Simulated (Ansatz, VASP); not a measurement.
# Te2Mo in VASP and in Ansatz

```xyz
6
Lattice="6.3633 0.0000 0.0025 0.0000 3.4694 0.0000 -0.0715 0.0000 36.1711" Properties=species:S:1:pos:R:3 pbc="T T T"
Te    0.4627    2.6020   16.0161
Te    5.8291    0.8673   20.1574
Te    3.5936    0.8673   16.6077
Te    2.6982    2.6020   19.5659
Mo    5.1775    2.6020   18.1857
Mo    1.1142    0.8673   17.9878
```

Alike in both runs: functional PBE; k mesh 6 × 10 × 1; occupations gaussian, width 0.1 eV; no spin polarisation.

Ansatz relaxed the structure, and its values are those at the end. VASP's run is a single point on that final structure, the one shown.

```csv
,VASP,Ansatz
version,VASP 6.6.1,Ansatz 0.2.0
potentials or method,"VASP PAW PBE potentials, release 64 (Te, Mo_sv), cutoff 520 eV","scalar-relativistic, plane waves, PAW"
valence electrons in the cell,52,92
```

|  | VASP | Ansatz | Ansatz less VASP |
| --- | --- | --- | --- |
| gap on the k mesh at the Fermi level (eV) | none | none | - |
| rms of the force components (eV/Å) | 0.004 | 0.003 | -0.0005 |

A gap of «none» marks a metal or a gap that the smearing closes. VASP's potentials hold 52 valence electrons a cell and Ansatz's 92, so a difference there can come from the potentials and not from the codes.

Neither program's run includes spin-orbit coupling.
